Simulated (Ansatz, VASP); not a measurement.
# Si in VASP and in Ansatz

The input INCAR:

```
PREC     = Accurate       # precision mode
ENCUT    = 500            # plane-wave cutoff, eV
EDIFF    = 1E-6           # SCF threshold, eV
ISMEAR   = 0              # smearing method
SIGMA    = 0.02           # smearing width, eV
LREAL    = False          # projectors in reciprocal space
LASPH    = True           # aspherical terms in the spheres
NELM     = 120            # most SCF steps
ALGO     = Normal         # electronic algorithm
ISIF     = 2              # what is computed and relaxed
LWAVE    = False          # write WAVECAR
LCHARG   = False          # write CHGCAR
GGA      = PE             # functional
NBANDS   = 11             # bands
GGA_COMPAT= False
```

KPOINTS

```
Automatic mesh
0
Gamma
  8 8 8
```

File POSCAR:

```
Si
1.0
    0.0000000000      2.7351077115      2.7351077115
    2.7351077115      0.0000000000      2.7351077115
    2.7351077115      2.7351077115      0.0000000000
Si
2
Direct
    0.7500000000      0.7500000000      0.7500000000
    0.5000000000      0.5000000000      0.5000000000
```

Input for Ansatz:

```yaml
crystal:
  lattice:
    - [0.0, 2.7351077115, 2.7351077115]
    - [2.7351077115, 0.0, 2.7351077115]
    - [2.7351077115, 2.7351077115, 0.0]
  atoms:
    - { symbol: Si, position: [0.75, 0.75, 0.75] }
    - { symbol: Si, position: [0.5, 0.5, 0.5] }
basis:
  ecutwfc: 420
kpoints:
  mp_grid: { grid: [8, 8, 8] }
  band_path:
    path:
      - [[0.0, 0.0, 0.0], [0.5, 0.0, 0.5], [0.625, 0.25, 0.625]]
      - [[0.375, 0.375, 0.75], [0.0, 0.0, 0.0], [0.5, 0.5, 0.5], [0.5, 0.25, 0.75], [0.5, 0.0, 0.5]]
    npoints: 10
hamiltonian:
  xc: pbe
  pseudopotentials: { kind: paw }
scf:
  occupations: { method: gaussian, width: 0.02 }
  mixing: { beta: 0.2 }
  n_extra_bands: 7
output:
  forces: true
  stress: true
  eigenvalues: true
```

Alike in both runs: task single point; functional PBE; k mesh 8 × 8 × 8; occupations gaussian, width 0.02 eV; no spin polarisation.

```csv
,VASP,Ansatz
version,VASP 6.6.1,Ansatz 0.2.0
potentials or method,"VASP PAW PBE potentials, release 64 (Si), cutoff 500 eV","scalar-relativistic, plane waves, PAW"
valence electrons in the cell,8,8
```

|  | VASP | Ansatz | Ansatz less VASP |
| --- | --- | --- | --- |
| gap on the k mesh at the Fermi level (eV) | 0.65 | 0.65 | -0.003 |
| least direct gap on the mesh (eV) | 2.56 | 2.55 | -0.005 |
| pressure (GPa) | -0.1 | 0.0 | +0.08 |
